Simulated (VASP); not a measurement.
# TiO2 (P4_2/mnm) in VASP: notebook

The runs below take TiO2 through single point, with r2SCAN.

All numbers are computed with VASP 6.6.1; they aren't measurements. Logs are shortened: lines on timing, memory, paths and dates and some standing lists are left out, and cuts for length are marked.

### 1 The cell of the first run

The structure is tetragonal, space group P4_2/mnm (No. 136). The conventional cell has a = 4.551 Å, b = 4.551 Å, c = 2.973 Å, α = 90.00°, β = 90.00°, γ = 90.00°. Within 2.6 Å of Ti (site symmetry mmm) lie 6 O at 1.95 to 1.96 Å. O (site symmetry m2m) has 3 Ti at 1.95 to 1.96 Å and 1 O at 2.52 Å within 2.6 Å.

### 2 Single point, r2SCAN (epitaxial xy strain -1.0%)

Input file POSCAR:

```
TiO2
1.0
    4.5508849591      0.0000000000      0.0000000000
    0.0000000000      4.5508849591      0.0000000000
    0.0000000000      0.0000000000      2.9734753986
Ti O
2 4
Direct
    0.0000000000      0.0000000000      0.0000000000
    0.5000000000      0.5000000000      0.5000000000
    0.3042491323      0.3042491323      0.0000000000
    0.1957508677      0.8042491323      0.5000000000
    0.8042491323      0.1957508677      0.5000000000
    0.6957508677      0.6957508677      0.0000000000
```

Input file INCAR.step1:

```
PREC     = Accurate       # precision mode
ENCUT    = 520            # plane-wave cutoff, eV
ISMEAR   = 0              # smearing method
SIGMA    = 0.01           # smearing width, eV
LREAL    = False          # projectors in reciprocal space
LASPH    = True           # aspherical terms in the spheres
NELM     = 80             # most SCF steps
NBANDS   = 33             # bands
GGA      = PE             # functional
ALGO     = Normal         # electronic algorithm
EDIFF    = 1E-4           # SCF threshold, eV
LWAVE    = True           # write WAVECAR
LCHARG   = False          # write CHGCAR
```

Input file INCAR.step2:

```
PREC     = Accurate       # precision mode
ENCUT    = 520            # plane-wave cutoff, eV
EDIFF    = 1E-6           # SCF threshold, eV
ISMEAR   = 0              # smearing method
SIGMA    = 0.01           # smearing width, eV
LREAL    = False          # projectors in reciprocal space
LASPH    = True           # aspherical terms in the spheres
NELM     = 80             # most SCF steps
ALGO     = Normal         # electronic algorithm
ISIF     = 2              # what is computed and relaxed
LWAVE    = False          # write WAVECAR
LCHARG   = True           # write CHGCAR
METAGGA  = R2SCAN         # meta-GGA
LMIXTAU  = True         
LELF     = True           # ELF
LVHAR    = True         
NBANDS   = 33             # bands
ISTART   = 1
```

Input file KPOINTS:

```
regular mesh
0
Gamma
  6 6 8
```

Potentials or basis: VASP PAW PBE potentials, release 64 (Ti_sv, O).

Command:

```bash
> cat potpaw_PBE.64/Ti_sv/POTCAR potpaw_PBE.64/O/POTCAR > POTCAR
> cp INCAR.step1 INCAR
> mpirun -np 1 vasp_std > vasp.out
> cp INCAR.step2 INCAR
> mpirun -np 1 vasp_std > vasp.out
```

OUTCAR:

```text
PREC = Accurate
   ENCUT = 520
   EDIFF = 1E-6
   ISMEAR = 0
   LREAL = False
   LASPH = True
   NELM = 80
   ISIF = 2
   METAGGA = R2SCAN
   ISTART = 1

 ion  position               nearest neighbor table
   1  0.000  0.000  0.000-   4 1.95   5 1.95   4 1.95   5 1.95   3 1.96   6 1.96
   2  0.500  0.500  0.500-   3 1.95   6 1.95   3 1.95   6 1.95   5 1.96   4 1.96
   3  0.304  0.304  0.000-   2 1.95   2 1.95   1 1.96
   4  0.196  0.804  0.500-   1 1.95   1 1.95   2 1.96
   5  0.804  0.196  0.500-   1 1.95   1 1.95   2 1.96
   6  0.696  0.696  0.000-   2 1.95   2 1.95   1 1.96

  LATTYP: Found a simple tetragonal cell.
 ALAT       =     4.5508849591
 C/A-ratio  =     0.6533839957

  Lattice vectors:

 A1 = (   4.5508849591,   0.0000000000,   0.0000000000)
 A2 = (   0.0000000000,   4.5508849591,   0.0000000000)
 A3 = (   0.0000000000,   0.0000000000,   2.9734753986)

Analysis of symmetry for initial positions (statically):
=====================================================================
 Subroutine PRICEL returns:
 Original cell was already a primitive cell.

 Routine SETGRP: Setting up the symmetry group for a
 simple tetragonal supercell.

 Subroutine GETGRP returns: Found 16 space group operations
 (whereof  8 operations were pure point group operations)
 out of a pool of 16 trial point group operations.

The static configuration has the point symmetry D_2h.
 The point group associated with its full space group is D_4h.

Analysis of symmetry for dynamics (positions and initial velocities):
=====================================================================
 Subroutine PRICEL returns:
 Original cell was already a primitive cell.

 Routine SETGRP: Setting up the symmetry group for a
 simple tetragonal supercell.

 Subroutine GETGRP returns: Found 16 space group operations
 (whereof  8 operations were pure point group operations)
 out of a pool of 16 trial point group operations.

The dynamic configuration has the point symmetry D_2h.
 The point group associated with its full space group is D_4h.

 Subroutine INISYM returns: Found 16 space group operations
 (whereof  8 operations are pure point group operations),
 and found     1 'primitive' translations

----------------------------------------------------------------------------------------

                                     Primitive cell

  volume of cell :      61.5823

  direct lattice vectors                    reciprocal lattice vectors
     4.550884959  0.000000000  0.000000000     0.219737482  0.000000000  0.000000000
     0.000000000  4.550884959  0.000000000     0.000000000  0.219737482  0.000000000
     0.000000000  0.000000000  2.973475399     0.000000000  0.000000000  0.336306801

  length of vectors
     4.550884959  4.550884959  2.973475399     0.219737482  0.219737482  0.336306801

  position of ions in fractional coordinates (direct lattice)
     0.000000000  0.000000000  0.000000000
     0.500000000  0.500000000  0.500000000
     0.304249132  0.304249132  0.000000000
     0.195750868  0.804249132  0.500000000
     0.804249132  0.195750868  0.500000000
     0.695750868  0.695750868  0.000000000

  ion indices of the primitive-cell ions
   primitive index   ion index
                 1           1
                 2           2
                 3           3
                 4           4
                 5           5
                 6           6

----------------------------------------------------------------------------------------

 KPOINTS: regular mesh

Automatic generation of k-mesh.
 Grid dimensions read from file:
 generate k-points for:    6    6    8

 Generating k-lattice:

  Cartesian coordinates                     Fractional coordinates (reciprocal lattice)
     0.036622914  0.000000000  0.000000000     0.166666667  0.000000000  0.000000000
     0.000000000  0.036622914  0.000000000     0.000000000  0.166666667  0.000000000
     0.000000000  0.000000000  0.042038350     0.000000000  0.000000000  0.125000000

  Length of vectors
     0.036622914  0.036622914  0.042038350

[... 48 lines left out ...]

 E-fermi :   4.9324     XC(G=0): -12.2401

 val. band max:        4.7391683495   @ k =   0.0000   0.0000   0.0000
 cond. band min:       6.9685601527   @ k =   0.0000   0.0000   0.0000
 fundamental gap:      2.2293918032
 Fermi energy:         4.9324326988

 k-point     1 :       0.0000    0.0000    0.0000
  band No.  band energies     occupation
      1     -54.4148      2.00000
      2     -54.3950      2.00000
      3     -29.6954      2.00000
      4     -29.6954      2.00000
      5     -29.5076      2.00000
      6     -29.5076      2.00000
[... 25 lines left out ...]
     32      11.7465      0.00000
     33      11.7465      0.00000

 k-point     2 :       0.1667    0.0000    0.0000
  band No.  band energies     occupation
      1     -54.4135      2.00000
      2     -54.3963      2.00000
      3     -29.6849      2.00000
      4     -29.6839      2.00000
      5     -29.5203      2.00000
      6     -29.5193      2.00000
[... 25 lines left out ...]
     32      11.6391      0.00000
     33      11.6626      0.00000

 k-point     3 :       0.3333    0.0000    0.0000
  band No.  band energies     occupation
      1     -54.4098      2.00000
      2     -54.3999      2.00000
      3     -29.6568      2.00000
      4     -29.6540      2.00000
      5     -29.5527      2.00000
      6     -29.5499      2.00000
[... 25 lines left out ...]
     32      11.4223      0.00000
     33      11.4681      0.00000

 k-point     4 :       0.5000    0.0000    0.0000
  band No.  band energies     occupation
      1     -54.4048      2.00000
      2     -54.4048      2.00000
      3     -29.6300      2.00000
      4     -29.6300      2.00000
      5     -29.5780      2.00000
      6     -29.5780      2.00000
[... 673 lines left out ...]
     32      10.8315      0.00000
     33      11.1288      0.00000

 k-point    23 :       0.3333    0.0000    0.2500
  band No.  band energies     occupation
      1     -54.3890      2.00000
      2     -54.3820      2.00000
      3     -29.7122      2.00000
      4     -29.6968      2.00000
      5     -29.5956      2.00000
      6     -29.5858      2.00000
[... 25 lines left out ...]
     32      10.3917      0.00000
     33      11.3337      0.00000

 k-point    24 :       0.5000    0.0000    0.2500
  band No.  band energies     occupation
      1     -54.3855      2.00000
      2     -54.3855      2.00000
      3     -29.7091      2.00000
      4     -29.7091      2.00000
      5     -29.5720      2.00000
      6     -29.5720      2.00000
[... 25 lines left out ...]
     32      10.2389      0.00000
     33      11.8191      0.00000

 [... further k-points ...]

------------------------ aborting loop because EDIFF is reached ----------------------------------------

  FORCE on cell =-STRESS in cart. coord.  units (eV):
  Direction    XX          YY          ZZ          XY          YZ          ZX
  --------------------------------------------------------------------------------------
  -------------------------------------------------------------------------------------
  Total        1.9480962      1.9480962      0.6671449      0.0000000      0.0000000      0.0000000
  in kB       50.6833042     50.6833042     17.3569997      0.0000000      0.0000000      0.0000000
  external PRESSURE =      39.5745361 kB  Pullay stress =       0.0000000 kB

 VOLUME and BASIS-vectors are now :
 -----------------------------------------------------------------------------
  energy-cutoff  :      520.00
  volume of cell :       61.58
      direct lattice vectors                 reciprocal lattice vectors
     4.550884959  0.000000000  0.000000000     0.219737482  0.000000000  0.000000000
     0.000000000  4.550884959  0.000000000     0.000000000  0.219737482  0.000000000
     0.000000000  0.000000000  2.973475399     0.000000000  0.000000000  0.336306801

 POSITION                                       TOTAL-FORCE (eV/Angst)
 -----------------------------------------------------------------------------------
      0.00000      0.00000      0.00000        -0.000000      0.000000     -0.000000
      2.27544      2.27544      1.48674        -0.000000      0.000000     -0.000000
      1.38460      1.38460      0.00000        -0.017364     -0.017364      0.000000
      0.89084      3.66005      1.48674         0.017364     -0.017364     -0.000000
      3.66005      0.89084      1.48674        -0.017364      0.017364     -0.000000
      3.16628      3.16628      0.00000         0.017364      0.017364     -0.000000
 -----------------------------------------------------------------------------------
    total drift:                               -0.000000      0.000000      0.000000

  FREE ENERGIE OF THE ION-ELECTRON SYSTEM (eV)
  ---------------------------------------------------
  free  energy   TOTEN  =       -69.7740717676 eV

  energy  without entropy=      -69.7740717676  energy(sigma->0) =      -69.77407177
```

Run time: 7.9 min. Hardware: 1 thread of Intel Xeon 8259CL, shared host; peak memory 0.23 GiB.

Results:

- Free energy: -69.7741 eV
- Pressure: 4.0 GPa
- Largest force: 0.025 eV/Å
- Band gap on the k mesh: 2.23 eV

Forces in eV/Å, atoms in the order of the input:
```
Ti   0.000  0.000  0.000
Ti   0.000  0.000  0.000
O   -0.017 -0.017  0.000
O    0.017 -0.017  0.000
O   -0.017  0.017  0.000
O    0.017  0.017  0.000
```

Levels at points of the mesh, in eV from the valence-band top:
| k point | band 21 | band 22 | band 23 | band 24 | band 25 | band 26 | band 27 | band 28 |
| --- | --- | --- | --- | --- | --- | --- | --- | --- |
| (0.00, 0.00, 0.00) | -0.83 | -0.50 | -0.50 | 0.00 | 2.23 | 2.58 | 2.74 | 2.84 |
| (0.50, 0.00, 0.00) | -1.83 | -1.83 | -0.80 | -0.80 | 2.93 | 2.93 | 3.42 | 3.42 |
| (0.50, 0.50, 0.00) | -1.49 | -1.49 | -1.14 | -1.14 | 2.28 | 2.28 | 2.87 | 2.87 |
| (0.00, 0.00, 0.50) | -2.54 | -2.54 | -1.50 | -1.50 | 3.38 | 3.38 | 3.49 | 3.49 |
| (0.50, 0.00, 0.50) | -2.11 | -2.11 | -1.13 | -1.13 | 2.29 | 2.29 | 3.53 | 3.53 |
| (0.50, 0.50, 0.50) | -1.38 | -1.38 | -0.72 | -0.72 | 2.98 | 2.98 | 3.55 | 3.55 |

Caveat: the cell differs from its parent crystal (epitaxial xy strain -1.0%); the cell stands under pressure; the structure was generated, so it needn't be the stable form of TiO2; the PAW data sets were made with another functional, which shifts forces and pressure a little.

### 3 Single point, r2SCAN (epitaxial xy strain +1.0%)

Input file POSCAR:

```
TiO2
1.0
    4.6428220289      0.0000000000      0.0000000000
    0.0000000000      4.6428220289      0.0000000000
    0.0000000000      0.0000000000      2.9356721096
Ti O
2 4
Direct
    0.0000000000      0.0000000000      0.0000000000
    0.5000000000      0.5000000000      0.5000000000
    0.3051633568      0.3051633568      0.0000000000
    0.1948366432      0.8051633568      0.5000000000
    0.8051633568      0.1948366432      0.5000000000
    0.6948366432      0.6948366432      0.0000000000
```

Input file INCAR.step1:

```
SYSTEM = TiO2
PREC     = Accurate       ! precision mode
ENCUT    = 520            ! plane-wave cutoff, eV
ISMEAR   = 0              ! smearing method
SIGMA    = 0.01           ! smearing width, eV
LREAL    = .False.        ! projectors in reciprocal space
LASPH    = .True.         ! aspherical terms in the spheres
NELM     = 80             ! most SCF steps
NBANDS   = 33             ! bands
GGA      = PE             ! functional
ALGO     = Normal         ! electronic algorithm
EDIFF    = 1E-4           ! SCF threshold, eV
LWAVE    = .True.         ! write WAVECAR
LCHARG   = .False.        ! write CHGCAR
```

Input file INCAR.step2:

```
SYSTEM = TiO2
PREC     = Accurate       ! precision mode
ENCUT    = 520            ! plane-wave cutoff, eV
EDIFF    = 1E-6           ! SCF threshold, eV
ISMEAR   = 0              ! smearing method
SIGMA    = 0.01           ! smearing width, eV
LREAL    = .False.        ! projectors in reciprocal space
LASPH    = .True.         ! aspherical terms in the spheres
NELM     = 80             ! most SCF steps
ALGO     = Normal         ! electronic algorithm
ISIF     = 2              ! what is computed and relaxed
LWAVE    = .False.        ! write WAVECAR
LCHARG   = .True.         ! write CHGCAR
METAGGA  = R2SCAN         ! meta-GGA
LMIXTAU  = .True.       
LELF     = .True.         ! ELF
LVHAR    = .True.       
NBANDS   = 33             ! bands
ISTART   = 1
```

Input file KPOINTS:

```
Automatic mesh
0
Gamma
  6 6 8
  0 0 0
```

Potentials or basis: VASP PAW PBE potentials, release 64 (Ti_sv, O).

Command:

```bash
> cat potpaw_PBE.64/Ti_sv/POTCAR potpaw_PBE.64/O/POTCAR > POTCAR
> cp INCAR.step1 INCAR
> mpirun -np 1 vasp_std > vasp.out
> cp INCAR.step2 INCAR
> mpirun -np 1 vasp_std > vasp.out
```

Run time: 8 min. Hardware: 1 thread of Intel Xeon 8259CL, shared host; peak memory 0.23 GiB.

It converged, with:

- Free energy: -69.7843 eV
- Pressure: -1.2 GPa
- Largest force: 0.043 eV/Å
- Band gap on the k mesh: 2.24 eV

Forces in eV/Å, atoms in the order of the input:
```
Ti   0.000  0.000  0.000
Ti   0.000  0.000  0.000
O   -0.030 -0.030  0.000
O    0.030 -0.030  0.000
O   -0.030  0.030  0.000
O    0.030  0.030  0.000
```

Stress tensor (GPa, compression positive):
```
-2.71  0.00  0.00
 0.00 -2.71  0.00
 0.00  0.00  1.72
```

Levels at points of the mesh, in eV from the valence-band top:
```csv
k point,band 22,band 23,band 24,band 25,band 26,band 27
"(0.00, 0.00, 0.00)",-0.46,-0.46,0.00,2.24,2.55,2.86
"(0.50, 0.00, 0.00)",-1.55,-0.74,-0.74,2.92,2.92,3.41
"(0.50, 0.50, 0.00)",-1.27,-1.09,-1.09,2.27,2.27,2.95
"(0.00, 0.00, 0.50)",-2.25,-1.46,-1.46,3.30,3.30,3.70
"(0.50, 0.00, 0.50)",-2.03,-1.04,-1.04,2.31,2.31,3.71
"(0.50, 0.50, 0.50)",-1.23,-0.71,-0.71,2.96,2.96,3.59
```

Caveat: the cell differs from its parent crystal (epitaxial xy strain +1.0%); the structure was generated, so it needn't be the stable form of TiO2; the PAW data sets were made with another functional, which shifts forces and pressure a little. A k mesh can miss the band edges.

### 4 Single point, r2SCAN (epitaxial xy strain +2.0%)

Input file POSCAR:

```
TiO2
1.0
    4.6887905639      0.0000000000      0.0000000000
    0.0000000000      4.6887905639      0.0000000000
    0.0000000000      0.0000000000      2.9194584458
Ti O
2 4
Direct
    0.0000000000      0.0000000000      0.0000000000
    0.5000000000      0.5000000000      0.5000000000
    0.3058980754      0.3058980754      0.0000000000
    0.1941019246      0.8058980754      0.5000000000
    0.8058980754      0.1941019246      0.5000000000
    0.6941019246      0.6941019246      0.0000000000
```

Input file INCAR.step1:

```
PREC = Accurate ; ENCUT = 520
ISMEAR = 0 ; SIGMA = 0.01
LREAL = False ; LASPH = True
NELM = 60 ; NBANDS = 33
GGA = PE ; ALGO = Normal
EDIFF = 1E-4 ; LWAVE = True
LCHARG = False
```

Input file INCAR.step2:

```
PREC = Accurate ; ENCUT = 520
EDIFF = 1E-6 ; ISMEAR = 0
SIGMA = 0.01 ; LREAL = False
LASPH = True ; NELM = 60
ALGO = Normal ; ISIF = 2
LWAVE = False ; LCHARG = False
METAGGA = R2SCAN ; LMIXTAU = True
NBANDS = 33 ; ISTART = 1
```

Input file KPOINTS:

```
regular mesh
0
Gamma
  6 6 8
```

Command:

```bash
> cat potpaw_PBE.64/Ti_sv/POTCAR potpaw_PBE.64/O/POTCAR > POTCAR
> cp INCAR.step1 INCAR
> mpirun -np 1 vasp_std > vasp.out
> cp INCAR.step2 INCAR
> mpirun -np 1 vasp_std > vasp.out
```

It took 9 min on 1 thread of Intel Xeon 8259CL, shared host; peak memory 0.23 GiB.

Results (log left out):

```yaml
Free_energy: -69.7462 eV
Pressure: -3.5 GPa
Largest_force: 0.052 eV/Å
Band_gap_on_the_k_mesh: 2.27 eV
```

Forces in eV/Å, atoms in the order of the input:
```
Ti   0.000  0.000  0.000
Ti   0.000  0.000  0.000
O   -0.037 -0.037  0.000
O    0.037 -0.037  0.000
O   -0.037  0.037  0.000
O    0.037  0.037  0.000
```

Stress tensor (GPa, compression positive):
```
-6.13  0.00  0.00
 0.00 -6.13  0.00
 0.00  0.00  1.71
```

Levels at points of the mesh, in eV from the valence-band top:
| k point | band 20 | band 21 | band 22 | band 23 | band 24 | band 25 | band 26 | band 27 | band 28 | band 29 |
| --- | --- | --- | --- | --- | --- | --- | --- | --- | --- | --- |
| (0.00, 0.00, 0.00) | -1.75 | -0.59 | -0.42 | -0.42 | 0.00 | 2.27 | 2.56 | 2.96 | 2.99 | 2.99 |
| (0.50, 0.00, 0.00) | -2.97 | -1.40 | -1.40 | -0.69 | -0.69 | 2.93 | 2.93 | 3.43 | 3.43 | 4.03 |
| (0.50, 0.50, 0.00) | -2.11 | -1.14 | -1.14 | -1.04 | -1.04 | 2.29 | 2.29 | 3.01 | 3.01 | 4.27 |
| (0.00, 0.00, 0.50) | -2.89 | -2.09 | -2.09 | -1.42 | -1.42 | 3.29 | 3.29 | 3.81 | 3.81 | 4.01 |
| (0.50, 0.00, 0.50) | -2.32 | -1.98 | -1.98 | -0.97 | -0.97 | 2.35 | 2.35 | 3.82 | 3.82 | 4.24 |
| (0.50, 0.50, 0.50) | -2.87 | -1.14 | -1.14 | -0.69 | -0.69 | 2.97 | 2.97 | 3.61 | 3.61 | 3.85 |

Caveat: the cell differs from its parent crystal (epitaxial xy strain +2.0%); the stress differs along the axes, from -6 to 2 GPa; the structure was generated, so it needn't be the stable form of TiO2; the PAW data sets were made with another functional, which shifts forces and pressure a little. A k mesh can miss the band edges.

### 5 The runs side by side

```tsv
cell	gap on the mesh (eV)	pressure (GPa)	largest force (eV/Å)
a = 4.551, b = 4.551, c = 2.973 Å, 6 atoms, epitaxial xy strain -1.0%	2.23	4.0	0.02
a = 4.643, b = 4.643, c = 2.936 Å, 6 atoms, epitaxial xy strain +1.0%	2.24	-1.2	0.04
a = 4.689, b = 4.689, c = 2.919 Å, 6 atoms, epitaxial xy strain +2.0%	2.27	-3.5	0.05
```

Alike in all rows: task single point; level r2SCAN; potentials or basis VASP PAW PBE potentials, release 64 (Ti_sv, O); no spin polarisation; k mesh 6 × 6 × 8; cutoff (eV) 520; smearing gaussian 0.01 eV.

Caveats: the structure was generated, so it needn't be the stable form of TiO2; the PAW data sets were made with another functional, which shifts forces and pressure a little; the cell stands under pressure (at least some runs); the stress differs along the axes, from -6 to 2 GPa (at least some runs).

Absolute energies hang on the potentials; compare differences alone.
